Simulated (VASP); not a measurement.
**Ge: single point with PBEsol+D3(BJ)**

Ge:

```xyz
1
Lattice="1.3811 -2.4377 0.0000 1.3811 2.4377 0.0000 0.0000 0.0000 2.6390" Properties=species:S:1:pos:R:3 pbc="T T T"
Ge    1.3811    0.0000    0.0000
```

- Program: VASP 6.6.1
- Task: single point
- Functional: PBEsol
- Dispersion: D3(BJ)
- Potentials or basis: VASP PAW PBE potentials, release 64 (Ge_d)
- Cutoff: 520 eV
- k mesh: 11 × 11 × 10
- Occupations: fermi-dirac, width 0.05 eV
- Spin: no spin polarisation

```yaml
Pressure: -0.5 GPa
Band_gap_on_the_k_mesh: zero (band 7 reaches 14.14 eV, above the bottom of band 8 at 4.54 eV)
Dispersion_energy_per_atom: -0.347 eV
```

Stress tensor (GPa, compression positive):
```
-0.47  0.00  0.00
 0.00 -0.49  0.00
 0.00  0.00 -0.57
```

Levels at points of the mesh, in eV from the Fermi level:
```csv
k point,band 4,band 5,band 6,band 7,band 8,band 9,band 10,band 11
"(0.00, 0.00, 0.00)",-24.49,-24.49,-13.74,6.74,8.79,9.19,10.31,14.36
"(0.00, 0.00, 0.50)",-24.57,-24.54,-9.67,-6.38,11.91,12.31,17.41,17.92
```

Run time: 14 s on 1 thread of Intel Xeon 6975P-C, on a shared host, peak memory 0.18 GiB.

Caveat: three body term missing; the PAW data sets were made with another functional, which shifts forces and pressure a little; pairwise dispersion overbinds metals, which lowers pressure and volume.
